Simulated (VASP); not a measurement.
# Cu2O (Cuprite) (Pn-3m) in VASP: single point with PBE

Aim: the single point of Cu2O (Cuprite) with PBE.

All numbers are computed with VASP 6.6.1; they aren't measurements. Logs are shortened: lines on timing, memory, paths and dates and some standing lists are left out, and cuts for length are marked.

## (1) The cell of the first run

Symmetry: Pn-3m, No. 224, cubic system. The conventional cell has a = 4.260 Å, b = 4.260 Å, c = 4.260 Å, α = 90.00°, β = 90.00°, γ = 90.00°. Cu (site symmetry -3m) has 2 O at 1.84 Å within 2.4 Å. O (site symmetry -43m) has 4 Cu at 1.84 Å within 2.4 Å.

## (2) Single point, PBE

Contents of INCAR:

```
ALGO = Normal ; EDIFF = 1E-6
ENCUT = 600 ; GGA = PE
GGA_COMPAT = False ; ISIF = 2
ISMEAR = 0 ; LASPH = True
LCHARG = False ; LREAL = False
LWAVE = False ; NBANDS = 37
NELM = 120 ; PREC = Accurate
SIGMA = 0.01
```

Contents of KPOINTS:

```
k-points
0
Gamma
  3 3 3
```

Contents of POSCAR:

```
Cu2O
1.0
    4.2600000000      0.0000000000      0.0000000000
    0.0000000000      4.2600000000      0.0000000000
    0.0000000000      0.0000000000      4.2600000000
Cu O
4 2
Direct
    0.2500000000      0.2500000000      0.2500000000
    0.2500000000      0.7500000000      0.7500000000
    0.7500000000      0.7500000000      0.2500000000
    0.7500000000      0.2500000000      0.7500000000
    0.0000000000      0.0000000000      0.0000000000
    0.5000000000      0.5000000000      0.5000000000
```

Potentials or basis: VASP PAW PBE potentials, release 64 (Cu, O).

Started as:

```
> cat potpaw_PBE.64/Cu/POTCAR potpaw_PBE.64/O/POTCAR > POTCAR
> mpirun -np 1 vasp_std > vasp.out
```

OUTCAR:

```text
EDIFF = 1E-6
   ENCUT = 600
   GGA = PE
   ISIF = 2
   ISMEAR = 0
   LASPH = True
   LREAL = False
   NELM = 120
   PREC = Accurate

 ion  position               nearest neighbor table
   1  0.250  0.250  0.250-   5 1.84   6 1.84
   2  0.250  0.750  0.750-   5 1.84   6 1.84
   3  0.750  0.750  0.250-   5 1.84   6 1.84
   4  0.750  0.250  0.750-   5 1.84   6 1.84
   5  0.000  0.000  0.000-   1 1.84   2 1.84   3 1.84   4 1.84
   6  0.500  0.500  0.500-   1 1.84   2 1.84   3 1.84   4 1.84

  LATTYP: Found a simple cubic cell.
 ALAT       =     4.2600000000

  Lattice vectors:

 A1 = (   4.2600000000,   0.0000000000,   0.0000000000)
 A2 = (   0.0000000000,   4.2600000000,   0.0000000000)
 A3 = (   0.0000000000,   0.0000000000,   4.2600000000)

Analysis of symmetry for initial positions (statically):
=====================================================================
 Subroutine PRICEL returns:
 Original cell was already a primitive cell.

 Routine SETGRP: Setting up the symmetry group for a
 simple cubic supercell.

 Subroutine GETGRP returns: Found 48 space group operations
 (whereof 24 operations were pure point group operations)
 out of a pool of 48 trial point group operations.

The static configuration has the point symmetry T_d .
 The point group associated with its full space group is O_h .

Analysis of symmetry for dynamics (positions and initial velocities):
=====================================================================
 Subroutine PRICEL returns:
 Original cell was already a primitive cell.

 Routine SETGRP: Setting up the symmetry group for a
 simple cubic supercell.

 Subroutine GETGRP returns: Found 48 space group operations
 (whereof 24 operations were pure point group operations)
 out of a pool of 48 trial point group operations.

The dynamic configuration has the point symmetry T_d .
 The point group associated with its full space group is O_h .

 Subroutine INISYM returns: Found 48 space group operations
 (whereof 24 operations are pure point group operations),
 and found     1 'primitive' translations

----------------------------------------------------------------------------------------

                                     Primitive cell
[... 76 lines left out ...]
   ENCUT  =  600.0 eV  44.10 Ry    6.64 a.u.   8.51  8.51  8.51*2*pi/ulx,y,z
   NELM   =    120;   NELMIN=  2; NELMDL= -5     # of ELM steps
   EDIFF  = 0.1E-05   stopping-criterion for ELM
   LREAL  =      F    real-space projection
   EDIFFG = 0.1E-04   stopping-criterion for IOM
   NSW    =      0    number of steps for IOM
   IBRION =     -1    ionic relax: 0-MD 1-quasi-New 2-CG
   NFREE  =      0    steps in history (QN), initial steepest desc. (CG)
   ISIF   =      2    stress and relaxation
   ISYM   =      2    0-nonsym 1-usesym 2-fastsym
   POTIM  = 0.5000    time-step for ionic-motion
   TEBEG  =    0.0;   TEEND  =   0.0 temperature during run
   PSTRESS=    0.0 pullay stress
   NELECT =      56.0000    total number of electrons
   NUPDOWN=      -1.0000    fix difference up-down
   EMIN   =  10.00;   EMAX   =-10.00  energy-range for DOS
   EFERMI =   0.00;   METHOD = LEGACY
   ISMEAR =     0;   SIGMA  =   0.01  broadening in eV -4-tet -1-fermi 0-gaus
   EFERMI_NEDOS =   21; number of points for ismear=-14 and -15
   IALGO  =     38    algorithm
   IMIX   =      4    mixing-type and parameters
     AMIX     =   0.40;   BMIX     =  1.00
     AMIX_MAG =   1.60;   BMIX_MAG =  1.00
  volume/ion in A,a.u.               =      12.88        86.95
  Fermi-wavevector in a.u.,A,eV,Ry     =   1.470261  2.778391 29.411289  2.161669
  Thomas-Fermi vector in A             =   2.585540
   LORBIT       =      0    0 simple, 1 ext, 2 COOP (PROOUT), +10 PAW based schemes
   GGA     = PE    functional components
   LHFCALC =     F    Hartree Fock is set to
   AEXX    =    0.0000 exact exchange contribution
   IVDW    =     0    specifies the selected vdW correction
   LEPSILON=     F    determine dielectric tensor
   LRPA    =     F    only Hartree local field effects (RPA)
 non-spin polarized calculation
 Gauss-broadening in eV      SIGMA  =   0.01
  energy-cutoff  :      600.00
  volume of cell :       77.31
 maximum number of plane-waves:      2601
 NGX is ok and might be reduce to    36
   NGX = 17   NGY = 17   NGZ = 17

 number of electron      55.9999977 magnetization

 Free energy of the ion-electron system (eV)
  ---------------------------------------------------
  ext. energy  EPLUGINS =         0.00000000
  ---------------------------------------------------
  free energy    TOTEN  =       -27.22466781 eV

  energy without entropy =      -27.22466781  energy(sigma->0) =      -27.22466781

 E-fermi :   4.8592     XC(G=0): -11.0434

 val. band max:        4.7863856704   @ k =   0.0000   0.0000   0.0000
 cond. band min:       5.3254513433   @ k =   0.0000   0.0000   0.0000
 fundamental gap:      0.5390656729
 Fermi energy:         4.8592181963

 k-point     1 :       0.0000    0.0000    0.0000
  band No.  band energies     occupation
      1     -15.3672      2.00000
      2     -14.6280      2.00000
      3      -2.4586      2.00000
      4      -2.4586      2.00000
      5      -2.4586      2.00000
      6      -0.0867      2.00000
[... 149 lines left out ...]
     36      14.4734      0.00000
     37      16.2242      0.00000

------------------------ aborting loop because EDIFF is reached ----------------------------------------

  FORCE on cell =-STRESS in cart. coord.  units (eV):
  Direction    XX          YY          ZZ          XY          YZ          ZX
  --------------------------------------------------------------------------------------
  -------------------------------------------------------------------------------------
  Total        2.1221659      2.1221659      2.1221659     -0.0000000     -0.0000000     -0.0000000
  in kB       43.9805976     43.9805976     43.9805976     -0.0000000     -0.0000000     -0.0000000
  external PRESSURE =      43.9805976 kB  Pullay stress =       0.0000000 kB

 VOLUME and BASIS-vectors are now :
 -----------------------------------------------------------------------------
  energy-cutoff  :      600.00
  volume of cell :       77.31
      direct lattice vectors                 reciprocal lattice vectors
     4.260000000  0.000000000  0.000000000     0.234741784  0.000000000  0.000000000
     0.000000000  4.260000000  0.000000000     0.000000000  0.234741784  0.000000000
     0.000000000  0.000000000  4.260000000     0.000000000  0.000000000  0.234741784

 POSITION                                       TOTAL-FORCE (eV/Angst)
 -----------------------------------------------------------------------------------
      1.06500      1.06500      1.06500        -0.000000      0.000000      0.000000
      1.06500      3.19500      3.19500        -0.000000     -0.000000      0.000000
      3.19500      3.19500      1.06500         0.000000     -0.000000     -0.000000
      3.19500      1.06500      3.19500         0.000000      0.000000     -0.000000
      0.00000      0.00000      0.00000         0.000000      0.000000     -0.000000
      2.13000      2.13000      2.13000         0.000000      0.000000     -0.000000
 -----------------------------------------------------------------------------------
    total drift:                                0.000000      0.000000      0.000000

  FREE ENERGIE OF THE ION-ELECTRON SYSTEM (eV)
  ---------------------------------------------------
  free  energy   TOTEN  =       -27.2246678117 eV

  energy  without entropy=      -27.2246678117  energy(sigma->0) =      -27.22466781
```

Run time: 26 s. Hardware: 1 thread of Intel Xeon Platinum 8488C (Sapphire Rapids), shared host; peak memory 0.2 GiB.

Results:

```
Free energy            : -27.2247 eV
Pressure               : 4.4 GPa
Band gap on the k mesh : 0.54 eV, direct
```

Levels at points of the mesh, in eV from the valence-band top:
| k point | band 24 | band 25 | band 26 | band 27 | band 28 | band 29 | band 30 | band 31 | band 32 | band 33 |
| --- | --- | --- | --- | --- | --- | --- | --- | --- | --- | --- |
| (0.00, 0.00, 0.00) | -1.58 | -1.58 | 0.00 | 0.00 | 0.00 | 0.54 | 1.24 | 1.24 | 7.95 | 7.95 |

Caveat: the k points lie up to 0.49 Å⁻¹ apart.
